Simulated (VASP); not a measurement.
Input of a VASP 6.6.1 run:

Contents of INCAR:

```
SYSTEM = Ir
PREC     = Accurate       ! precision mode
ENCUT    = 520            ! plane-wave cutoff, eV
EDIFF    = 1E-6           ! SCF threshold, eV
ISMEAR   = 0              ! smearing method
SIGMA    = 0.1            ! smearing width, eV
LREAL    = .FALSE.        ! projectors in reciprocal space
LASPH    = .TRUE.         ! aspherical terms in the spheres
NELM     = 60             ! most SCF steps
ALGO     = Normal         ! electronic algorithm
ISIF     = 2              ! what is computed and relaxed
LWAVE    = .FALSE.        ! write WAVECAR
LCHARG   = .FALSE.        ! write CHGCAR
GGA      = PS             ! functional
NBANDS   = 10             ! bands
```

KPOINTS

```
regular mesh
0
G
  18 18 18
  0 0 0
```

File POSCAR:

```
Ir
1.0
    0.0000000000      1.9340923407      1.9340923407
    1.9340923407      0.0000000000      1.9340923407
    1.9340923407      1.9340923407      0.0000000000
Ir
1
Direct
    0.0000000000      0.0000000000      0.0000000000
```

Potentials or basis: VASP PAW PBE potentials, release 64 (Ir).

Command:

```console
$ cat potpaw_PBE.64/Ir/POTCAR > POTCAR
$ mpirun -np 1 vasp_std > vasp.out
```

Task: Predict the pressure.

Result: -9.8 GPa.

Caveat: the PAW data sets were made with another functional, which shifts forces and pressure a little.
